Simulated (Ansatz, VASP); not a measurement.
WSe2: VASP beside Ansatz

```
W Se
1.0
     3.27902    0.00000    0.00000
    -1.63951    2.83971    0.00000
     0.00000    0.00000   12.78851
W Se
2 4
Direct
  0.33333 0.66667 0.25000
  0.66667 0.33333 0.75000
  0.33333 0.66667 0.61829
  0.66667 0.33333 0.11829
  0.33333 0.66667 0.88171
  0.66667 0.33333 0.38171
```

Alike in both runs: task single point; functional PBE; dispersion D3(BJ); k mesh 9 × 9 × 2; occupations gaussian, width 0.02 eV; no spin polarisation.

```csv
,VASP,Ansatz
version,VASP 6.6.1,Ansatz 0.2.0
potentials or method,"VASP PAW PBE potentials, release 64 (W_sv, Se), cutoff 520 eV","scalar-relativistic, plane waves, PAW"
valence electrons in the cell,52,92
```

Ansatz gave:

```
gap on the k mesh at the Fermi level (eV)                     : 1.00
least direct gap on the mesh (eV)                             : 1.57
pressure (GPa)                                                : 0.0
traceless stress, the component that is largest in VASP (GPa) : -0.01
rms of the force components (eV/Å)                            : 0.001
```

Task: Which values does VASP return?

Result: gap on the k mesh at the Fermi level (eV): 0.99; least direct gap on the mesh (eV): 1.56; pressure (GPa): 0.3; traceless stress, the component that is largest in VASP (GPa): 0.08; rms of the force components (eV/Å): 0.022.

Atom by atom the forces differ by 0.023 eV/Å (rms over components). VASP's potentials hold 52 valence electrons a cell and Ansatz's 92, so a difference there can come from the potentials and not from the codes.

Neither program's run includes spin-orbit coupling.
